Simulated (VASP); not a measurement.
# Sn (Fd-3m) in VASP: notebook, part 2 of 2

VASP 6.6.1. The steps go on from the part before.

## 3. Relaxation of cell and atoms, PBEsol+D3(BJ)

This run uses another cell than the first one, of 33.80 Å³/atom, 0.998 times its volume.

File INCAR:

```
PREC = Accurate ; ENCUT = 600
EDIFF = 1E-7 ; ISMEAR = -1
SIGMA = 0.05 ; LREAL = F
LASPH = T ; NELM = 60
ALGO = Normal ; ISIF = 3
LWAVE = F ; LCHARG = F
GGA = PS ; IVDW = 12
IBRION = 2 ; NSW = 80
EDIFFG = -0.01
```

File KPOINTS:

```
regular mesh
0
Gamma
  7 7 7
```

File POSCAR:

```
Sn
1.0
    0.0000000000      3.2333428000      3.2333428000
    3.2333428000      0.0000000000      3.2333428000
    3.2333428000      3.2333428000      0.0000000000
Sn
2
Direct
    0.7500000000      0.7500000000      0.7500000000
    0.5000000000      0.5000000000      0.5000000000
```

Potentials or basis: VASP PAW PBE potentials, release 64 (Sn_d).

The run is started by

```bash
cat potpaw_PBE.64/Sn_d/POTCAR > POTCAR
mpirun -np 1 vasp_std > vasp.out
```

OUTCAR:

```text
PREC = Accurate
   ENCUT = 600
   EDIFF = 1E-7
   ISMEAR = -1
   LREAL = F
   LASPH = T
   NELM = 60
   ISIF = 3
   GGA = PS
   IVDW = 12
   IBRION = 2
   NSW = 80
   EDIFFG = -0.01
 IVDW          = 12

 ion  position               nearest neighbor table
   1  0.750  0.750  0.750-   2 2.80   2 2.80   2 2.80   2 2.80
   2  0.500  0.500  0.500-   1 2.80   1 2.80   1 2.80   1 2.80

  LATTYP: Found a face centered cubic cell.
 ALAT       =     6.4666856000

  Lattice vectors:

 A1 = (   0.0000000000,   3.2333428000,   3.2333428000)
 A2 = (   3.2333428000,   0.0000000000,   3.2333428000)
 A3 = (   3.2333428000,   3.2333428000,   0.0000000000)

Analysis of symmetry for initial positions (statically):
=====================================================================
 Subroutine PRICEL returns:
 Original cell was already a primitive cell.

 Routine SETGRP: Setting up the symmetry group for a
 face centered cubic supercell.

 Subroutine GETGRP returns: Found 48 space group operations
 (whereof 24 operations were pure point group operations)
 out of a pool of 48 trial point group operations.

The static configuration has the point symmetry T_d .
 The point group associated with its full space group is O_h .

Analysis of symmetry for dynamics (positions and initial velocities):
=====================================================================
 Subroutine PRICEL returns:
 Original cell was already a primitive cell.

 Routine SETGRP: Setting up the symmetry group for a
 face centered cubic supercell.

 Subroutine GETGRP returns: Found 48 space group operations
 (whereof 24 operations were pure point group operations)
 out of a pool of 48 trial point group operations.

The dynamic configuration has the point symmetry T_d .
 The point group associated with its full space group is O_h .

 Subroutine INISYM returns: Found 48 space group operations
 (whereof 24 operations are pure point group operations),
 and found     1 'primitive' translations

----------------------------------------------------------------------------------------

                                     Primitive cell

  volume of cell :      67.6060

  direct lattice vectors                    reciprocal lattice vectors
     0.000000000  3.233342800  3.233342800    -0.154638723  0.154638723  0.154638723
     3.233342800  0.000000000  3.233342800     0.154638723 -0.154638723  0.154638723
     3.233342800  3.233342800  0.000000000     0.154638723  0.154638723 -0.154638723

  length of vectors
     4.572637240  4.572637240  4.572637240     0.267842124  0.267842124  0.267842124

  position of ions in fractional coordinates (direct lattice)
     0.750000000  0.750000000  0.750000000
     0.500000000  0.500000000  0.500000000

  ion indices of the primitive-cell ions
   primitive index   ion index
                 1           1
                 2           2

[... 94 lines left out ...]
   IVDW    =    12    specifies the selected vdW correction
   LEPSILON=     F    determine dielectric tensor
   LRPA    =     F    only Hartree local field effects (RPA)
 conjugate gradient relaxation of ions
 non-spin polarized calculation
  energy-cutoff  :      600.00
  volume of cell :       67.61
 maximum number of plane-waves:      2281
 NGX is ok and might be reduce to    40
   NGX = 19   NGY = 19   NGZ = 19

--------------------------------------- Ionic step        1  -------------------------------------------

 number of electron      28.0000005 magnetization

 Free energy of the ion-electron system (eV)
  ---------------------------------------------------
  ext. energy  EPLUGINS =         0.00000000
  ---------------------------------------------------
  free energy    TOTEN  =        -8.43898272 eV

  energy without entropy =       -8.43701897  energy(sigma->0) =       -8.43800085

------------------------ aborting loop because EDIFF is reached ----------------------------------------

 Edisp (eV)   -0.63360

 E8    (eV) :    -0.4483

  FORCE on cell =-STRESS in cart. coord.  units (eV):
  Direction    XX          YY          ZZ          XY          YZ          ZX
  --------------------------------------------------------------------------------------
  -------------------------------------------------------------------------------------
  Total       0.02748     0.02748     0.02748    -0.00000     0.00000    -0.00000
  in kB       0.65113     0.65113     0.65113    -0.00000     0.00000    -0.00000
  external pressure =        0.65 kB  Pullay stress =        0.00 kB

 VOLUME and BASIS-vectors are now :
 -----------------------------------------------------------------------------
  energy-cutoff  :      600.00
  volume of cell :       67.61
      direct lattice vectors                 reciprocal lattice vectors
     0.000000000  3.233342800  3.233342800    -0.154638723  0.154638723  0.154638723
     3.233342800  0.000000000  3.233342800     0.154638723 -0.154638723  0.154638723
     3.233342800  3.233342800  0.000000000     0.154638723  0.154638723 -0.154638723

 POSITION                                       TOTAL-FORCE (eV/Angst)
 -----------------------------------------------------------------------------------
      4.85001      4.85001      4.85001         0.000000      0.000000      0.000000
      3.23334      3.23334      3.23334        -0.000000     -0.000000     -0.000000
 -----------------------------------------------------------------------------------
    total drift:                               -0.000000     -0.000000      0.000000

  FREE ENERGIE OF THE ION-ELECTRON SYSTEM (eV)
  ---------------------------------------------------
  free  energy   TOTEN  =        -9.0725817130 eV

  energy  without entropy=       -9.0706179580  energy(sigma->0) =       -9.07159984

--------------------------------------- Ionic step        2  -------------------------------------------

 number of electron      28.0000005 magnetization

 Free energy of the ion-electron system (eV)
  ---------------------------------------------------
  ext. energy  EPLUGINS =         0.00000000
  ---------------------------------------------------
  free energy    TOTEN  =        -8.44021605 eV

  energy without entropy =       -8.43822177  energy(sigma->0) =       -8.43921891

 E-fermi :   5.5191     XC(G=0):  -9.1010

 val. band max:        5.3123406865   @ k =   0.1429   0.0000   0.0000
 cond. band min:       5.5699792464   @ k =   0.4286   0.0000   0.0000
 fundamental gap:      0.2576385598
 Fermi energy:         5.5190665000

 k-point     1 :       0.0000    0.0000    0.0000
  band No.  band energies     occupation
      1     -16.0318      2.00000
      2     -16.0318      2.00000
      3     -16.0318      2.00000
      4     -15.9703      2.00000
      5     -15.9703      2.00000
      6     -15.6513      2.00000
[... 397 lines left out ...]
      5     -15.8322      2.00000
      6     -15.7987      2.00000
[... 10 lines left out ...]
     17      10.0962      0.00000
     18      10.1030      0.00000

------------------------ aborting loop because EDIFF is reached ----------------------------------------

 Edisp (eV)   -0.63238

 E8    (eV) :    -0.4474

  FORCE on cell =-STRESS in cart. coord.  units (eV):
  Direction    XX          YY          ZZ          XY          YZ          ZX
  --------------------------------------------------------------------------------------
  -------------------------------------------------------------------------------------
  Total      -0.00687    -0.00687    -0.00687     0.00000     0.00000     0.00000
  in kB      -0.16239    -0.16239    -0.16239     0.00000     0.00000     0.00000
  external pressure =       -0.16 kB  Pullay stress =        0.00 kB

 VOLUME and BASIS-vectors are now :
 -----------------------------------------------------------------------------
  energy-cutoff  :      600.00
  volume of cell :       67.74
      direct lattice vectors                 reciprocal lattice vectors
    -0.000000000  3.235485652  3.235485652    -0.154536306  0.154536306  0.154536306
     3.235485652  0.000000000  3.235485652     0.154536306 -0.154536306  0.154536306
     3.235485652  3.235485652 -0.000000000     0.154536306  0.154536306 -0.154536306

 POSITION                                       TOTAL-FORCE (eV/Angst)
 -----------------------------------------------------------------------------------
      4.85323      4.85323      4.85323        -0.000000     -0.000000     -0.000000
      3.23549      3.23549      3.23549         0.000000      0.000000      0.000000
 -----------------------------------------------------------------------------------
    total drift:                               -0.000000     -0.000000      0.000000

  FREE ENERGIE OF THE ION-ELECTRON SYSTEM (eV)
  ---------------------------------------------------
  free  energy   TOTEN  =        -9.0725988778 eV

  energy  without entropy=       -9.0706045970  energy(sigma->0) =       -9.07160174

 reached required accuracy - stopping structural energy minimisation
```

OSZICAR:

```text
N       E                     dE             d eps       ncg     rms          rms(c)
DAV:   1     0.215952842617E+03    0.21595E+03   -0.16512E+04   720   0.249E+03
DAV:   2     0.124082816851E+02   -0.20354E+03   -0.20189E+03   722   0.472E+02
DAV:   3    -0.790783663236E+01   -0.20316E+02   -0.20186E+02   832   0.152E+02
[... 14 lines left out ...]
DAV:   4    -0.844021819536E+01    0.15565E-04   -0.30404E-05   858   0.735E-02    0.312E-03
DAV:   5    -0.844021668564E+01    0.15097E-05   -0.13457E-06   910   0.148E-02    0.141E-03
DAV:   6    -0.844021617667E+01    0.50897E-06   -0.15431E-07   414   0.521E-03    0.515E-04
DAV:   7    -0.844021606244E+01    0.11423E-06   -0.21767E-08   360   0.172E-03    0.107E-04
DAV:   8    -0.844021604795E+01    0.14491E-07   -0.70042E-09   360   0.109E-03
   2 F= -.90725989E+01 E0= -.90716017E+01  d E =-.171648E-04
```

CONTCAR:

```text
Sn
   1.00000000000000
    -0.0000000000000000    3.2354856515457118    3.2354856515457118
     3.2354856515457118    0.0000000000000000    3.2354856515457118
     3.2354856515457118    3.2354856515457118   -0.0000000000000000
  Sn
     2
Direct
     0.7500000000000000    0.7500000000000000    0.7500000000000000
     0.5000000000000000    0.5000000000000000    0.5000000000000000

  0.00000000E+00  0.00000000E+00  0.00000000E+00
  0.00000000E+00  0.00000000E+00  0.00000000E+00
```

It took 32 s on 1 thread of Intel Xeon Platinum 8488C (Sapphire Rapids), shared host; peak memory 0.24 GiB.

What came out:

```
Free energy                            : -9.0726 eV
Relaxed volume                         : 33.87 Å³/atom
Relaxed cell                           : a = 4.576 Å, b = 4.576 Å, c = 4.576 Å, α = 60.00°, β = 60.00°, γ = 60.00°
Space group after relaxing (to 0.05 Å) : Fd-3m (No. 227)
Energy gained by relaxing              : 0.0 meV/atom
Ionic steps                            : 2
Pressure after relaxing                : 0.0 GPa
Band gap on the k mesh                 : zero (band 14 reaches 5.67 eV, above the bottom of band 15 at 5.57 eV)
Dispersion energy per atom             : -0.316 eV
```

Final structure:
```xyz
2
Lattice="0.0000 3.2355 3.2355 3.2355 0.0000 3.2355 3.2355 3.2355 0.0000" Properties=species:S:1:pos:R:3 pbc="T T T"
Sn    4.8532    4.8532    4.8532
Sn    3.2355    3.2355    3.2355
```

Levels at points of the mesh, in eV from the Fermi level:
| k point | band 10 | band 11 | band 12 | band 13 | band 14 | band 15 | band 16 | band 17 | band 18 |
| --- | --- | --- | --- | --- | --- | --- | --- | --- | --- |
| (0.00, 0.00, 0.00) | -21.16 | -10.63 | -0.57 | 0.15 | 0.15 | 0.15 | 2.21 | 2.21 | 2.21 |

Caveat: the PAW data sets were made with another functional, which shifts forces and pressure a little; spin-orbit coupling is left out, which moves the levels of the heavy elements; pairwise dispersion overbinds metals, which lowers pressure and volume.
